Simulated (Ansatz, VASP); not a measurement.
## Al2O3: VASP beside Ansatz

The input INCAR:

```
SYSTEM = Al2O3
  PREC = Accurate
  ENCUT = 520
  EDIFF = 1E-6
  ISMEAR = 0
  SIGMA = 0.05
  LREAL = .FALSE.
  LASPH = .TRUE.
  NELM = 80
  ALGO = Normal
  ISIF = 2
  LWAVE = .FALSE.
  LCHARG = .FALSE.
  GGA = PS
  NBANDS = 35
```

KPOINTS

```
regular mesh
0
G
  6 6 6
  0 0 0
```

POSCAR

```
Al2O3
1.0
    2.3191471608      1.3389602376      4.1038082060
   -2.3191471608      1.3389602376      4.1038082060
    0.0000000000     -2.6779204752      4.1038082060
Al O
4 6
Direct
    0.8520350473      0.8520350473      0.8520350473
    0.6479649527      0.6479649527      0.6479649527
    0.1479649527      0.1479649527      0.1479649527
    0.3520350473      0.3520350473      0.3520350473
    0.0558571577      0.4441428423      0.7500000000
    0.7500000000      0.0558571577      0.4441428423
    0.4441428423      0.7500000000      0.0558571577
    0.9441428423      0.5558571577      0.2500000000
    0.2500000000      0.9441428423      0.5558571577
    0.5558571577      0.2500000000      0.9441428423
```

Input for Ansatz:

```yaml
crystal:
  lattice:
    - [2.3191471608, 1.3389602376, 4.103808206]
    - [-2.3191471608, 1.3389602376, 4.103808206]
    - [0.0, -2.6779204752, 4.103808206]
  atoms:
    - { symbol: Al, position: [0.8520350473, 0.8520350473, 0.8520350473] }
    - { symbol: Al, position: [0.6479649527, 0.6479649527, 0.6479649527] }
    - { symbol: Al, position: [0.1479649527, 0.1479649527, 0.1479649527] }
    - { symbol: Al, position: [0.3520350473, 0.3520350473, 0.3520350473] }
    - { symbol: O, position: [0.0558571577, 0.4441428423, 0.75] }
    - { symbol: O, position: [0.75, 0.0558571577, 0.4441428423] }
    - { symbol: O, position: [0.4441428423, 0.75, 0.0558571577] }
    - { symbol: O, position: [0.9441428423, 0.5558571577, 0.25] }
    - { symbol: O, position: [0.25, 0.9441428423, 0.5558571577] }
    - { symbol: O, position: [0.5558571577, 0.25, 0.9441428423] }
basis:
  ecutwfc: 520.0
kpoints:
  mp_grid: { grid: [6, 6, 6] }
hamiltonian:
  xc: pbesol
  pseudopotentials: { kind: paw, azcp: { folder: soft_1 } }
scf:
  occupations: { method: gaussian, width: 0.05 }
output:
  forces: true
  stress: true
  eigenvalues: true
```

Alike in both runs: task single point; functional PBEsol; k mesh 6 × 6 × 6; occupations gaussian, width 0.05 eV; no spin polarisation.

```csv
,VASP,Ansatz
version,VASP 6.6.1,Ansatz 0.2.0
potentials or method,"VASP PAW PBE potentials, release 64 (Al, O), cutoff 520 eV","scalar-relativistic, plane waves, PAW"
valence electrons in the cell,48,48
```

Ansatz gave:

```
gap on the k mesh at the Fermi level (eV) : 7.21
least direct gap on the mesh (eV)         : 7.21
rms of the force components (eV/Å)        : 0.106
```

Task: Which values does VASP return?

Result: gap on the k mesh at the Fermi level (eV): 7.22; least direct gap on the mesh (eV): 7.22; rms of the force components (eV/Å): 0.111.

VASP's potentials were made for PBE, not for PBEsol, and Ansatz warns of the same on its side. Atom by atom the forces differ by 0.005 eV/Å (rms over components). The functional is the same, so the differences come from potentials, cutoffs and numerics.
